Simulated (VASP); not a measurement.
A run of VASP 6.6.1 is set up as follows.

File INCAR:

```
ALGO     = Normal         # electronic algorithm
EDIFF    = 1E-7           # SCF threshold, eV
EDIFFG   = -0.03          # ionic threshold
ENCUT    = 600            # plane-wave cutoff, eV
GGA      = PE             # functional
GGA_COMPAT= False        
IBRION   = 2              # ionic algorithm
ISIF     = 3              # what is computed and relaxed
ISMEAR   = 0              # smearing method
LASPH    = True           # aspherical terms in the spheres
LCHARG   = False          # write CHGCAR
LREAL    = False          # projectors in reciprocal space
LWAVE    = False          # write WAVECAR
NELM     = 120            # most SCF steps
NELMIN   = 4            
NSW      = 60             # ionic steps
PREC     = Accurate       # precision mode
SIGMA    = 0.01           # smearing width, eV
```

Contents of KPOINTS:

```
k-points
0
Gamma
  5 5 5
```

POSCAR

```
HfO2
1.0
    0.0000000000      2.5575000000      2.5575000000
    2.5575000000      0.0000000000      2.5575000000
    2.5575000000      2.5575000000      0.0000000000
Hf O
1 2
Direct
    0.0000000000      0.0000000000      0.0000000000
    0.2500000000      0.2500000000      0.2500000000
    0.7500000000      0.7500000000      0.7500000000
```

Potentials or basis: VASP PAW PBE potentials, release 64 (Hf_pv, O).

The run is started by

```sh
$ cat potpaw_PBE.64/Hf_pv/POTCAR potpaw_PBE.64/O/POTCAR > POTCAR
$ mpirun -np 1 vasp_std > vasp.out
```

(1) Estimate the band gap on the k mesh.

(2) Estimate the relaxed cell.

(3) Predict the relaxed volume.

(4) What does it give for the space group after relaxing (to 0.1 Å)?

## Answers

(1) 4.08 eV (least direct gap 4.43 eV).

(2) a = 3.586 Å, b = 3.586 Å, c = 3.586 Å, α = 60.00°, β = 60.00°, γ = 60.00°.

(3) 10.87 Å³/atom.

(4) Fm-3m (No. 225).

Caveat: the k points lie up to 0.43 Å⁻¹ apart in the final cell; spin-orbit coupling is left out, which moves the levels of the heavy elements; an odd mesh through Γ misses points on the zone boundary, where band edges can lie.
